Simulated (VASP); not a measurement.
# ZnO (Fm-3m) in VASP: further runs

ZnO is run at these levels: r2SCAN; tasks: single point, relaxation of cell and atoms.

All numbers are computed with VASP 6.6.1; they aren't measurements. Logs are shortened: lines on timing, memory, paths and dates and some standing lists are left out, and cuts for length are marked.

### 1 The cell of the first run

The structure is cubic, space group Fm-3m (No. 225). The conventional cell has a = 4.351 Å, b = 4.351 Å, c = 4.351 Å, α = 90.00°, β = 90.00°, γ = 90.00°. Within 2.9 Å of Zn (site symmetry m-3m) lie 6 O at 2.18 Å. Within 2.9 Å of O (site symmetry m-3m) lie 6 Zn at 2.18 Å.

### 2 Single point, r2SCAN (volume scaled by 1.06)

Contents of POSCAR:

```
ZnO
1.0
    0.0000000000      2.1756060798      2.1756060798
    2.1756060798      0.0000000000      2.1756060798
    2.1756060798      2.1756060798      0.0000000000
Zn O
1 1
Direct
    0.0000000000      0.0000000000      0.0000000000
    0.5000000000      0.5000000000      0.5000000000
```

Contents of INCAR.step1:

```
SYSTEM = ZnO
PREC = Accurate
ENCUT = 520
ISMEAR = 0
SIGMA = 0.02
LREAL = .FALSE.
LASPH = .TRUE.
NELM = 80
NBANDS = 16
GGA = PE
ALGO = Normal
EDIFF = 1E-4
LWAVE = .TRUE.
LCHARG = .FALSE.
```

Contents of INCAR.step2:

```
SYSTEM = ZnO
PREC = Accurate
ENCUT = 520
EDIFF = 1E-6
ISMEAR = 0
SIGMA = 0.02
LREAL = .FALSE.
LASPH = .TRUE.
NELM = 80
ALGO = Normal
ISIF = 2
LWAVE = .FALSE.
LCHARG = .FALSE.
METAGGA = R2SCAN
LMIXTAU = .TRUE.
NBANDS = 16
ISTART = 1
```

Contents of KPOINTS:

```
Automatic mesh
0
G
  12 12 12
  0 0 0
```

Potentials or basis: VASP PAW PBE potentials, release 64 (Zn, O).

Command:

```sh
cat potpaw_PBE.64/Zn/POTCAR potpaw_PBE.64/O/POTCAR > POTCAR
cp INCAR.step1 INCAR
mpirun -np 1 vasp_std > vasp.out
cp INCAR.step2 INCAR
mpirun -np 1 vasp_std > vasp.out
```

OUTCAR:

```text
SYSTEM = ZnO
   PREC = Accurate
   ENCUT = 520
   EDIFF = 1E-6
   ISMEAR = 0
   LREAL = .FALSE.
   LASPH = .TRUE.
   NELM = 80
   ISIF = 2
   METAGGA = R2SCAN
   ISTART = 1

 ion  position               nearest neighbor table
   1  0.000  0.000  0.000-   2 2.18   2 2.18   2 2.18   2 2.18   2 2.18   2 2.18
   2  0.500  0.500  0.500-   1 2.18   1 2.18   1 2.18   1 2.18   1 2.18   1 2.18

  LATTYP: Found a face centered cubic cell.
 ALAT       =     4.3512121596

  Lattice vectors:

 A1 = (   0.0000000000,   2.1756060798,   2.1756060798)
 A2 = (   2.1756060798,   0.0000000000,   2.1756060798)
 A3 = (   2.1756060798,   2.1756060798,   0.0000000000)

Analysis of symmetry for initial positions (statically):
=====================================================================
 Subroutine PRICEL returns:
 Original cell was already a primitive cell.

 Routine SETGRP: Setting up the symmetry group for a
 face centered cubic supercell.

 Subroutine GETGRP returns: Found 48 space group operations
 (whereof 48 operations were pure point group operations)
 out of a pool of 48 trial point group operations.

The static configuration has the point symmetry O_h .

Analysis of symmetry for dynamics (positions and initial velocities):
=====================================================================
 Subroutine PRICEL returns:
 Original cell was already a primitive cell.

 Routine SETGRP: Setting up the symmetry group for a
 face centered cubic supercell.

 Subroutine GETGRP returns: Found 48 space group operations
 (whereof 48 operations were pure point group operations)
 out of a pool of 48 trial point group operations.

The dynamic configuration has the point symmetry O_h .

 Subroutine INISYM returns: Found 48 space group operations
 (whereof 48 operations are pure point group operations),
 and found     1 'primitive' translations

----------------------------------------------------------------------------------------

                                     Primitive cell

  volume of cell :      20.5954

  direct lattice vectors                    reciprocal lattice vectors
     0.000000000  2.175606080  2.175606080    -0.229821016  0.229821016  0.229821016
     2.175606080  0.000000000  2.175606080     0.229821016 -0.229821016  0.229821016
     2.175606080  2.175606080  0.000000000     0.229821016  0.229821016 -0.229821016

  length of vectors
     3.076771624  3.076771624  3.076771624     0.398061677  0.398061677  0.398061677

  position of ions in fractional coordinates (direct lattice)
     0.000000000  0.000000000  0.000000000
     0.500000000  0.500000000  0.500000000

  ion indices of the primitive-cell ions
   primitive index   ion index
                 1           1
                 2           2

----------------------------------------------------------------------------------------

 KPOINTS: Automatic mesh

Automatic generation of k-mesh.
 Grid dimensions read from file:
 generate k-points for:   12   12   12

 Generating k-lattice:

  Cartesian coordinates                     Fractional coordinates (reciprocal lattice)
    -0.019151751  0.019151751  0.019151751     0.083333333  0.000000000  0.000000000
     0.019151751 -0.019151751  0.019151751     0.000000000  0.083333333  0.000000000
     0.019151751  0.019151751 -0.019151751     0.000000000  0.000000000  0.083333333

  Length of vectors
     0.033171806  0.033171806  0.033171806

  Shift w.r.t. Gamma in fractional coordinates (k-lattice)
     0.000000000  0.000000000  0.000000000

 Subroutine IBZKPT returns following result:
 ===========================================

 Found     72 irreducible k-points:

 Following reciprocal coordinates:
            Coordinates               Weight
  0.000000  0.000000  0.000000      1.000000
  0.083333  0.000000  0.000000      8.000000
  0.166667  0.000000  0.000000      8.000000
  0.250000  0.000000  0.000000      8.000000
  0.333333  0.000000  0.000000      8.000000
  0.416667  0.000000  0.000000      8.000000
[... 16 lines left out ...]
  0.500000  0.166667  0.000000     24.000000
 -0.416667  0.166667  0.000000     24.000000
 [... further k-points ...]
   k-points           NKPTS =     72   k-points in BZ     NKDIM =     72   number of bands    NBANDS=     16
   number of dos      NEDOS =    301   number of ions     NIONS =      2
   total plane-waves  NPLWV =  13824
   dimension x,y,z NGX =    24 NGY =   24 NGZ =   24
   dimension x,y,z NGXF=    48 NGYF=   48 NGZF=   48
   ions per type =               1   1
   NGX,Y,Z   is equivalent  to a cutoff of  12.97, 12.97, 12.97 a.u.
   NGXF,Y,Z  is equivalent  to a cutoff of  25.94, 25.94, 25.94 a.u.
 SYSTEM =  ZnO
   PREC   = accura    normal or accurate (medium, high low for compatibility)
   ISTART =      1    job   : 0-new  1-cont  2-samecut
   ICHARG =      0    charge: 1-file 2-atom 10-const
   ISPIN  =      1    spin polarized calculation?
   LNONCOLLINEAR =      F non collinear calculations
   LSORBIT =      F    spin-orbit coupling
   LASPH  =      T    aspherical Exc in radial PAW
   ENCUT  =  520.0 eV  38.22 Ry    6.18 a.u.   5.72  5.72  5.72*2*pi/ulx,y,z
   NELM   =     80;   NELMIN=  2; NELMDL=  0     # of ELM steps
   EDIFF  = 0.1E-05   stopping-criterion for ELM
   LREAL  =      F    real-space projection
   EDIFFG = 0.1E-04   stopping-criterion for IOM
   NSW    =      0    number of steps for IOM
   IBRION =     -1    ionic relax: 0-MD 1-quasi-New 2-CG
   NFREE  =      0    steps in history (QN), initial steepest desc. (CG)
   ISIF   =      2    stress and relaxation
   ISYM   =      2    0-nonsym 1-usesym 2-fastsym
   POTIM  = 0.5000    time-step for ionic-motion
   TEBEG  =    0.0;   TEEND  =   0.0 temperature during run
   PSTRESS=    0.0 pullay stress
   NELECT =      18.0000    total number of electrons
   NUPDOWN=      -1.0000    fix difference up-down
   EMIN   =  10.00;   EMAX   =-10.00  energy-range for DOS
   EFERMI =   0.00;   METHOD = LEGACY
   ISMEAR =     0;   SIGMA  =   0.02  broadening in eV -4-tet -1-fermi 0-gaus
   EFERMI_NEDOS =   21; number of points for ismear=-14 and -15
   IALGO  =     38    algorithm
   IMIX   =      4    mixing-type and parameters
     AMIX     =   0.40;   BMIX     =  1.00
     AMIX_MAG =   1.60;   BMIX_MAG =  1.00
  volume/ion in A,a.u.               =      10.30        69.49
  Fermi-wavevector in a.u.,A,eV,Ry     =   1.565220  2.957837 33.333101  2.449914
  Thomas-Fermi vector in A             =   2.667728
   LORBIT       =      0    0 simple, 1 ext, 2 COOP (PROOUT), +10 PAW based schemes
   METAGGA = R2SCAN    functional components
   LHFCALC =     F    Hartree Fock is set to
   AEXX    =    0.0000 exact exchange contribution
   IVDW    =     0    specifies the selected vdW correction
   LEPSILON=     F    determine dielectric tensor
   LRPA    =     F    only Hartree local field effects (RPA)
 non-spin polarized calculation
 Gauss-broadening in eV      SIGMA  =   0.02
  energy-cutoff  :      520.00
  volume of cell :       20.60
 maximum number of plane-waves:       568
   NGX = 11   NGY = 11   NGZ = 11

 number of electron      18.0000005 magnetization

 Free energy of the ion-electron system (eV)
  ---------------------------------------------------
  ext. energy  EPLUGINS =         0.00000000
  ---------------------------------------------------
  free energy    TOTEN  =       -17.92088852 eV

  energy without entropy =      -17.92088852  energy(sigma->0) =      -17.92088852

 E-fermi :   2.0015     XC(G=0): -12.7621

 val. band max:        1.8640835694   @ k =   0.5000   0.0000   0.0000
 cond. band min:       3.1356887779   @ k =   0.0000   0.0000   0.0000
 fundamental gap:      1.2716052085
 Fermi energy:         2.0015176195

 k-point     1 :       0.0000    0.0000    0.0000
  band No.  band energies     occupation
      1     -17.2158      2.00000
      2      -2.9720      2.00000
      3      -2.9720      2.00000
      4      -2.9720      2.00000
      5      -2.8044      2.00000
      6      -2.8044      2.00000
[... 8 lines left out ...]
     15      21.7594      0.00000
     16      21.7596      0.00000

 k-point     2 :       0.0833    0.0000    0.0000
  band No.  band energies     occupation
      1     -17.1482      2.00000
      2      -3.0152      2.00000
      3      -2.9761      2.00000
      4      -2.9760      2.00000
      5      -2.8664      2.00000
      6      -2.8663      2.00000
[... 8 lines left out ...]
     15      21.8209      0.00000
     16      21.8210      0.00000

 k-point     3 :       0.1667    0.0000    0.0000
  band No.  band energies     occupation
      1     -16.9573      2.00000
      2      -3.2063      2.00000
      3      -3.1435      2.00000
      4      -3.1434      2.00000
      5      -2.8581      2.00000
      6      -2.8580      2.00000
[... 8 lines left out ...]
     15      22.3556      0.00000
     16      22.3557      0.00000

 k-point     4 :       0.2500    0.0000    0.0000
  band No.  band energies     occupation
      1     -16.6800      2.00000
      2      -3.6882      2.00000
      3      -3.4021      2.00000
      4      -3.4020      2.00000
      5      -2.7795      2.00000
      6      -2.7794      2.00000
[... 8 lines left out ...]
     15      23.3551      0.00000
     16      23.3553      0.00000
[... 324 lines left out ...]
 k-point    22 :       0.4167    0.1667    0.0000
  band No.  band energies     occupation
      1     -16.1927      2.00000
      2      -4.3951      2.00000
      3      -3.6405      2.00000
      4      -3.4594      2.00000
      5      -2.7592      2.00000
      6      -2.5985      2.00000
[... 8 lines left out ...]
     15      26.1563      0.00000
     16      27.7521      0.00000

 k-point    23 :       0.5000    0.1667    0.0000
  band No.  band energies     occupation
      1     -16.0282      2.00000
      2      -4.6460      2.00000
      3      -3.7646      2.00000
      4      -3.6451      2.00000
      5      -2.6783      2.00000
      6      -2.5879      2.00000
[... 8 lines left out ...]
     15      25.8949      0.00000
     16      27.5886      0.00000

 k-point    24 :      -0.4167    0.1667    0.0000
  band No.  band energies     occupation
      1     -16.0006      2.00000
      2      -4.7224      2.00000
      3      -3.7484      2.00000
      4      -3.7257      2.00000
      5      -2.6216      2.00000
      6      -2.6213      2.00000
[... 8 lines left out ...]
     15      25.3125      0.00000
     16      26.1065      0.00000

 [... further k-points ...]
[... 5 lines left out ...]
  --------------------------------------------------------------------------------------
  -------------------------------------------------------------------------------------
  Total       -1.1119265     -1.1119265     -1.1119265      0.0000000     -0.0000000      0.0000000
  in kB      -86.4999574    -86.4999574    -86.4999574      0.0000000     -0.0000000      0.0000000
  external PRESSURE =     -86.4999574 kB  Pullay stress =       0.0000000 kB

 VOLUME and BASIS-vectors are now :
 -----------------------------------------------------------------------------
  energy-cutoff  :      520.00
  volume of cell :       20.60
      direct lattice vectors                 reciprocal lattice vectors
     0.000000000  2.175606080  2.175606080    -0.229821016  0.229821016  0.229821016
     2.175606080  0.000000000  2.175606080     0.229821016 -0.229821016  0.229821016
     2.175606080  2.175606080  0.000000000     0.229821016  0.229821016 -0.229821016

 POSITION                                       TOTAL-FORCE (eV/Angst)
 -----------------------------------------------------------------------------------
      0.00000      0.00000      0.00000         0.000000     -0.000000     -0.000000
      2.17561      2.17561      2.17561        -0.000000      0.000000      0.000000
 -----------------------------------------------------------------------------------
    total drift:                                0.000000     -0.000000     -0.000000

  FREE ENERGIE OF THE ION-ELECTRON SYSTEM (eV)
  ---------------------------------------------------
  free  energy   TOTEN  =       -17.9208885227 eV

  energy  without entropy=      -17.9208885227  energy(sigma->0) =      -17.92088852
```

Run time: 44 s. Hardware: 1 thread of Intel Xeon Platinum 8488C (Sapphire Rapids), shared host; peak memory 0.16 GiB.

What came out:

* Free energy: -17.9209 eV
* Pressure: -8.6 GPa
* Band gap on the k mesh: 1.27 eV, indirect (least direct gap 2.49 eV)

Caveat: the cell differs from its parent crystal (volume scaled by 1.06); the PAW data sets were made with another functional, which shifts forces and pressure a little.

### 3 Relaxation of cell and atoms, r2SCAN

This run uses another cell than the first one, of 9.70 Å³/atom, 0.942 times its volume.

Contents of POSCAR:

```
ZnO
1.0
    0.0000000000      2.1325025643      2.1325025643
    2.1325025643      0.0000000000      2.1325025643
    2.1325025643      2.1325025643      0.0000000000
Zn O
1 1
Direct
    0.0000000000      0.0000000000      0.0000000000
    0.5000000000      0.5000000000      0.5000000000
```

Contents of INCAR.step1:

```
SYSTEM = ZnO
PREC     = Accurate       ! precision mode
ENCUT    = 600            ! plane-wave cutoff, eV
ISMEAR   = 0              ! smearing method
SIGMA    = 0.02           ! smearing width, eV
LREAL    = .False.        ! projectors in reciprocal space
LASPH    = .True.         ! aspherical terms in the spheres
NELM     = 80             ! most SCF steps
GGA      = PE             ! functional
ALGO     = Normal         ! electronic algorithm
EDIFF    = 1E-4           ! SCF threshold, eV
LWAVE    = .True.         ! write WAVECAR
LCHARG   = .False.        ! write CHGCAR
```

Contents of INCAR.step2:

```
SYSTEM = ZnO
PREC     = Accurate       ! precision mode
ENCUT    = 600            ! plane-wave cutoff, eV
EDIFF    = 1E-6           ! SCF threshold, eV
ISMEAR   = 0              ! smearing method
SIGMA    = 0.02           ! smearing width, eV
LREAL    = .False.        ! projectors in reciprocal space
LASPH    = .True.         ! aspherical terms in the spheres
NELM     = 80             ! most SCF steps
ALGO     = Normal         ! electronic algorithm
ISIF     = 3              ! what is computed and relaxed
LWAVE    = .False.        ! write WAVECAR
LCHARG   = .False.        ! write CHGCAR
METAGGA  = R2SCAN         ! meta-GGA
LMIXTAU  = .True.       
IBRION   = 2              ! ionic algorithm
NSW      = 100            ! ionic steps
EDIFFG   = -0.005         ! ionic threshold
ISTART   = 1
```

Contents of KPOINTS:

```
Automatic mesh
0
Gamma
  12 12 12
  0 0 0
```

Potentials or basis: VASP PAW PBE potentials, release 64 (Zn, O).

Command:

```sh
cat potpaw_PBE.64/Zn/POTCAR potpaw_PBE.64/O/POTCAR > POTCAR
cp INCAR.step1 INCAR
mpirun -np 1 vasp_std > vasp.out
cp INCAR.step2 INCAR
mpirun -np 1 vasp_std > vasp.out
```

OUTCAR:

```text
SYSTEM = ZnO
   PREC = Accurate
   ENCUT = 600
   EDIFF = 1E-6
   ISMEAR = 0
   LREAL = .False.
   LASPH = .True.
   NELM = 80
   ISIF = 3
   METAGGA = R2SCAN
   IBRION = 2
   NSW = 100
   EDIFFG = -0.005
   ISTART = 1

 ion  position               nearest neighbor table
   1  0.000  0.000  0.000-   2 2.13   2 2.13   2 2.13   2 2.13   2 2.13   2 2.13
   2  0.500  0.500  0.500-   1 2.13   1 2.13   1 2.13   1 2.13   1 2.13   1 2.13

  LATTYP: Found a face centered cubic cell.
 ALAT       =     4.2650051286

  Lattice vectors:

 A1 = (   0.0000000000,   2.1325025643,   2.1325025643)
 A2 = (   2.1325025643,   0.0000000000,   2.1325025643)
 A3 = (   2.1325025643,   2.1325025643,   0.0000000000)

Analysis of symmetry for initial positions (statically):
[... 296 lines left out ...]
 fundamental gap:      1.5193136764
 Fermi energy:         2.5917783952

 k-point     1 :       0.0000    0.0000    0.0000
  band No.  band energies     occupation
      1     -17.1622      2.00000
      2      -2.5131      2.00000
      3      -2.5131      2.00000
      4      -2.5131      2.00000
      5      -2.3273      2.00000
      6      -2.3273      2.00000
      7       0.9775      2.00000
      8       0.9775      2.00000
      9       0.9775      2.00000
     10       3.9103      0.00000
     11      21.1857      0.00000
     12      21.1857      0.00000
     13      21.1857      0.00000
[... 354 lines left out ...]
  band No.  band energies     occupation
      1     -15.8027      2.00000
      2      -4.5999      2.00000
      3      -3.4323      2.00000
      4      -3.4268      2.00000
      5      -2.1175      2.00000
      6      -2.1173      2.00000
      7      -1.2497      2.00000
      8       1.0538      2.00000
      9       2.0899      2.00000
     10      10.0147      0.00000
     11      11.6333      0.00000
     12      14.7819      0.00000
     13      16.7307      0.00000

 [... further k-points ...]
[... 5 lines left out ...]
  --------------------------------------------------------------------------------------
  -------------------------------------------------------------------------------------
  Total        0.0029726      0.0029726      0.0029726      0.0000000     -0.0000000     -0.0000000
  in kB        0.2436717      0.2436717      0.2436717      0.0000000     -0.0000000     -0.0000000
  external PRESSURE =       0.2436717 kB  Pullay stress =       0.0000000 kB
[... 17 lines left out ...]
  FREE ENERGIE OF THE ION-ELECTRON SYSTEM (eV)
  ---------------------------------------------------
  free  energy   TOTEN  =       -17.9533131883 eV

  energy  without entropy=      -17.9533131883  energy(sigma->0) =      -17.95331319

 reached required accuracy - stopping structural energy minimisation
```

OSZICAR.step1:

```text
N       E                     dE             d eps       ncg     rms          rms(c)
DAV:   1     0.109750783675E+03    0.10975E+03   -0.10994E+04  1912   0.233E+03
DAV:   2    -0.349009189497E+01   -0.11324E+03   -0.10426E+03  2045   0.358E+02
DAV:   3    -0.100425648696E+02   -0.65525E+01   -0.65184E+01  2077   0.911E+01
DAV:   4    -0.100907272065E+02   -0.48162E-01   -0.48146E-01  2002   0.771E+00
DAV:   5    -0.100909145929E+02   -0.18739E-03   -0.18739E-03  2072   0.490E-01    0.952E+00
DAV:   6    -0.860433245672E+01    0.14866E+01   -0.34995E+00  2590   0.615E+01    0.646E+00
DAV:   7    -0.862030665431E+01   -0.15974E-01   -0.68815E-01  1997   0.145E+01    0.360E+00
DAV:   8    -0.860872891664E+01    0.11578E-01   -0.76770E-02  2012   0.313E+00    0.678E-01
DAV:   9    -0.860455460630E+01    0.41743E-02   -0.93141E-03  2704   0.251E+00    0.751E-02
DAV:  10    -0.860469154457E+01   -0.13694E-03   -0.14216E-03  1887   0.380E-01    0.373E-02
DAV:  11    -0.860470486953E+01   -0.13325E-04   -0.22613E-05   971   0.742E-02
   1 F= -.86047049E+01 E0= -.86047049E+01  d E =-.237210E-17
```

Run time: 1.8 min. Hardware: 1 thread of Intel Xeon Platinum 8488C (Sapphire Rapids), shared host; peak memory 0.16 GiB.

Results:

```yaml
Free_energy: -17.9533 eV
Relaxed_volume: 9.77 Å³/atom
Relaxed_cell: a = 3.024 Å, b = 3.024 Å, c = 3.024 Å, α = 60.00°, β = 60.00°, γ = 60.00°
Space_group_after_relaxing_to_0.05_Å: Fm-3m (No. 225)
Energy_gained_by_relaxing: 0.2 meV/atom
Ionic_steps: 4
Pressure_after_relaxing: 0.0 GPa
Band_gap_on_the_k_mesh: 1.52 eV, indirect (least direct gap 2.93 eV)
```

Step by step:
```tsv
step	energy change (eV)	largest force (eV/Å)	pressure (GPa)	volume (Å³)
1	0.0000	0.0000	1.50	19.40
2	0.0000	0.0000	-1.04	19.65
3	-0.0005	0.0000	0.37	19.51
4	-0.0005	0.0000	0.02	19.55
```

Final structure:
```yaml
crystal:
  lattice:
    - [0.00000, 2.13799, 2.13799]
    - [2.13799, 0.00000, 2.13799]
    - [2.13799, 2.13799, 0.00000]
  atoms:
    - { symbol: Zn, position: [0.00000, 0.00000, 0.00000] }
    - { symbol: O, position: [0.50000, 0.50000, 0.50000] }
```

Levels at points of the mesh, in eV from the valence-band top:
| k point | band 6 | band 7 | band 8 | band 9 | band 10 | band 11 | band 12 | band 13 |
| --- | --- | --- | --- | --- | --- | --- | --- | --- |
| (0.00, 0.00, 0.00) | -4.72 | -1.41 | -1.41 | -1.41 | 1.52 | 18.79 | 18.79 | 18.79 |
| (0.50, 0.00, 0.00) | -4.49 | -3.64 | 0.00 | 0.00 | 6.18 | 10.00 | 13.75 | 13.76 |
| (0.50, 0.50, 0.00) | -4.38 | -4.09 | -2.86 | -2.86 | 5.00 | 11.66 | 11.94 | 16.59 |

Caveat: the PAW data sets were made with another functional, which shifts forces and pressure a little. r2SCAN opens gaps a little over a GGA but as a rule still falls short of measured ones.
